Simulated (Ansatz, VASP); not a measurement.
**Cd3SeS2 in VASP and in Ansatz**

Contents of INCAR:

```
SYSTEM = Cd3SeS2
ALGO = Normal
EDIFF = 1E-7
ENCUT = 520
GGA = PE
ISIF = 2
ISMEAR = 0
LASPH = .TRUE.
LCHARG = .FALSE.
LREAL = .FALSE.
LWAVE = .FALSE.
NBANDS = 36
NELM = 60
PREC = Accurate
SIGMA = 0.1
```

The input KPOINTS:

```
k-points
0
G
  6 6 2
  0 0 0
```

File POSCAR:

```
Cd3SeS2
1.0
    4.2522953000      0.0000000000      0.0000000000
   -2.1261477000      3.6825958000      0.0000000000
    0.0000000000      0.0000000000     10.4284919000
Cd Se S
3 1 2
Direct
    0.0000000000      0.0000000000      0.9909710000
    0.3333333000      0.6666667000      0.6665880000
    0.6666667000      0.3333333000      0.3429170000
    0.0000000000      0.0000000000      0.2478580000
    0.3333333000      0.6666667000      0.9130000000
    0.6666667000      0.3333333000      0.5886650000
```

Input for Ansatz:

```yaml
crystal:
  lattice:
    - [4.2522953, 0.0, 0.0]
    - [-2.1261477, 3.6825958, 0.0]
    - [0.0, 0.0, 10.4284919]
  atoms:
    - { symbol: Cd, position: [0.0, 0.0, 0.990971] }
    - { symbol: Cd, position: [0.3333333, 0.6666667, 0.666588] }
    - { symbol: Cd, position: [0.6666667, 0.3333333, 0.342917] }
    - { symbol: Se, position: [0.0, 0.0, 0.247858] }
    - { symbol: S, position: [0.3333333, 0.6666667, 0.913] }
    - { symbol: S, position: [0.6666667, 0.3333333, 0.588665] }
basis:
  ecutwfc: 420
kpoints:
  mp_grid: { grid: [6, 6, 2] }
hamiltonian:
  xc: pbe
scf:
  occupations: { method: gaussian, width: 0.1 }
  lower_state_search: "off"
output:
  forces: true
  stress: true
  eigenvalues: true
```

Alike in both runs: task single point; functional PBE; k mesh 6 × 6 × 2; occupations gaussian, width 0.1 eV; no spin polarisation.

|  | VASP | Ansatz |
| --- | --- | --- |
| version | VASP 6.6.1 | Ansatz 0.2.0 |
| potentials or method | VASP PAW PBE potentials, release 64 (Cd, Se, S), cutoff 520 eV | scalar-relativistic, plane waves, PAW |
| valence electrons in the cell | 54 | 88 |

|  | VASP | Ansatz | Ansatz less VASP |
| --- | --- | --- | --- |
| gap on the k mesh at the Fermi level (eV) | 0.66 | 0.66 | +0.001 |
| least direct gap on the mesh (eV) | 0.66 | 0.66 | +0.001 |
| pressure (GPa) | 0.3 | 0.0 | -0.28 |

VASP's potentials hold 54 valence electrons a cell and Ansatz's 88, so a difference there can come from the potentials and not from the codes.
